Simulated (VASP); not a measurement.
Wanted: the native input for a VASP 6.6.1 run.

```yaml
Task: single point
Functional: PBEsol
Potentials_or_basis: VASP PAW PBE potentials, release 64 (B, As_d)
Cutoff: 560 eV
k_mesh: 10 × 10 × 10
Occupations: gaussian, width 0.01 eV
Spin: no spin polarisation
Dipole_correction: no
Further_INCAR_settings: ALGO = Normal; EDIFF = 1e-06; NBANDS = 16
```

The structure of BAs lies in POSCAR:

```
BAs
1.0
    0.0000000000      2.3626953799      2.3626953799
    2.3626953799      0.0000000000      2.3626953799
    2.3626953799      2.3626953799      0.0000000000
B As
1 1
Direct
    0.0000000000      0.0000000000      0.0000000000
    0.7500000000      0.7500000000      0.7500000000
```

One way to write it, as run:

INCAR

```
PREC     = Accurate       # precision mode
ENCUT    = 560            # plane-wave cutoff, eV
EDIFF    = 1E-6           # SCF threshold, eV
ISMEAR   = 0              # smearing method
SIGMA    = 0.01           # smearing width, eV
LREAL    = F              # projectors in reciprocal space
LASPH    = T              # aspherical terms in the spheres
NELM     = 120            # most SCF steps
ALGO     = Normal         # electronic algorithm
ISIF     = 2              # what is computed and relaxed
LWAVE    = F              # write WAVECAR
LCHARG   = F              # write CHGCAR
GGA      = PS             # functional
NBANDS   = 16             # bands
GGA_COMPAT= F
```

KPOINTS

```
Automatic mesh
0
Gamma
  10 10 10
```

Potentials or basis: VASP PAW PBE potentials, release 64 (B, As_d).

Launch:

```sh
$ cat potpaw_PBE.64/B/POTCAR potpaw_PBE.64/As_d/POTCAR > POTCAR
$ mpirun -np 1 vasp_std > vasp.out
```

Results of the run:

The pressure is 3.8 GPa and the band gap on the k mesh is 1.05 eV (least direct gap 3.29 eV).

Caveat: the cell stands under pressure; the PAW data sets were made with another functional, which shifts forces and pressure a little.

Run time: 25 s on 1 thread of Intel(R) Xeon(R) Platinum 8259CL CPU @ 2.50GHz (Skylake/Cascade Lake) (shared host), peak memory 0.16 GiB.
